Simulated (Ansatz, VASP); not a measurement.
## NaI: VASP beside Ansatz

File POSCAR:

```
NaI
1.0
    0.0000000000      3.2364000000      3.1393080000
    3.2364000000      0.0000000000      3.1393080000
    3.2364000000      3.2364000000      0.0000000000
Na I
1 1
Direct
    0.0000000000      0.0000000000      0.0000000000
    0.5000000000      0.5000000000      0.5000000000
```

File INCAR.step1:

```
SYSTEM = NaI
PREC     = Accurate       ! precision mode
ENCUT    = 520            ! plane-wave cutoff, eV
ISMEAR   = 0              ! smearing method
SIGMA    = 0.05           ! smearing width, eV
LREAL    = .False.        ! projectors in reciprocal space
LASPH    = .True.         ! aspherical terms in the spheres
NELM     = 60             ! most SCF steps
NBANDS   = 14             ! bands
GGA      = PE             ! functional
ALGO     = Normal         ! electronic algorithm
EDIFF    = 1E-4           ! SCF threshold, eV
LWAVE    = .True.         ! write WAVECAR
LCHARG   = .False.        ! write CHGCAR
```

INCAR.step2

```
SYSTEM = NaI
PREC     = Accurate       ! precision mode
ENCUT    = 520            ! plane-wave cutoff, eV
EDIFF    = 1E-6           ! SCF threshold, eV
ISMEAR   = 0              ! smearing method
SIGMA    = 0.05           ! smearing width, eV
LREAL    = .False.        ! projectors in reciprocal space
LASPH    = .True.         ! aspherical terms in the spheres
NELM     = 60             ! most SCF steps
ALGO     = Normal         ! electronic algorithm
ISIF     = 2              ! what is computed and relaxed
LWAVE    = .False.        ! write WAVECAR
LCHARG   = .True.         ! write CHGCAR
METAGGA  = R2SCAN         ! meta-GGA
LMIXTAU  = .True.       
LELF     = .True.         ! ELF
LVHAR    = .True.       
NBANDS   = 14             ! bands
ISTART   = 1
```

File KPOINTS:

```
Automatic mesh
0
Gamma
  6 6 6
  0 0 0
```

Input for Ansatz:

```yaml
crystal:
  lattice:
    - [0.0, 3.2364, 3.139308]
    - [3.2364, 0.0, 3.139308]
    - [3.2364, 3.2364, 0.0]
  atoms:
    - { symbol: Na, position: [0.0, 0.0, 0.0] }
    - { symbol: I, position: [0.5, 0.5, 0.5] }
basis:
  ecutwfc: 500
kpoints:
  mp_grid: { grid: [6, 6, 6] }
hamiltonian:
  xc: r2scan
scf:
  occupations: { method: gaussian, width: 0.05 }
output:
  forces: true
  stress: true
  eigenvalues: true
```

Change from the starting cell: strain +0.000 along x and y, -0.030 along z, atoms carried along.

Alike in both runs: task single point; functional r2SCAN; k mesh 6 × 6 × 6; occupations gaussian, width 0.05 eV; no spin polarisation.

```csv
,VASP,Ansatz
version,VASP 6.6.1,Ansatz 0.2.0
potentials or method,"VASP PAW PBE potentials, release 64 (Na_pv, I), cutoff 520 eV","scalar-relativistic, plane waves, PAW"
valence electrons in the cell,14,26
```

Ansatz gave:

| Quantity | Value |
| --- | --- |
| gap on the k mesh at the Fermi level (eV) | 4.51 |
| least direct gap on the mesh (eV) | 4.51 |
| pressure (GPa) | 0.5 |
| traceless stress, the component that is largest in VASP (GPa) | 0.68 |

Task: Which values does VASP return?

Result: gap on the k mesh at the Fermi level (eV): 4.52; least direct gap on the mesh (eV): 4.52; pressure (GPa): 0.4; traceless stress, the component that is largest in VASP (GPa): 0.65.

VASP's potentials were made for PBE, not for r2SCAN. VASP's potentials hold 14 valence electrons a cell and Ansatz's 26, so a difference there can come from the potentials and not from the codes.

Spin-orbit coupling is off throughout.
